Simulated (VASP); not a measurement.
Runs of VASP 6.6.1 on KAl2As2. The structure is that of space group P-6m2 (No. 187), or close to it. The cells are those of the table. 

```tsv
task	cell	k mesh	cutoff (eV)	gap on the mesh (eV)	pressure (GPa)	largest force (eV/Å)
relaxation of cell and atoms	relaxed from a = 3.814, b = 3.814, c = 8.588 Å, angles 90.0, 90.0, 120.0°, 5 atoms	6 × 6 × 2	600	none	0.0	0.01
single point	a = 4.028, b = 4.028, c = 9.657 Å, angles 90.0, 90.0, 120.0°, 5 atoms	12 × 12 × 4	520	none	0.1	0.01
single point	a = 3.814, b = 3.814, c = 8.588 Å, angles 90.0, 90.0, 120.0°, 5 atoms	6 × 6 × 2	520	none	(a)	1.58
single point	a = 4.031, b = 4.031, c = 9.674 Å, angles 90.0, 90.0, 120.0°, 5 atoms	6 × 6 × 2	520	none	0.0	0.01
```

Alike in all rows: level PBE; potentials or basis VASP PAW PBE potentials, release 64 (K_sv, Al, As); no spin polarisation; smearing gaussian 0.1 eV.

**Question.** Estimate the missing entries.

**Answer.** (a) 11.9.

Caveats: some runs use coarse meshes; forces of over 1 eV/Å act on the atoms, so gaps and moduli don't describe the material at rest (some runs).

A k mesh can miss the band edges, and the runs leave out spin-orbit coupling on As.

A gap of «none» marks levels without a gap at the run's occupations.
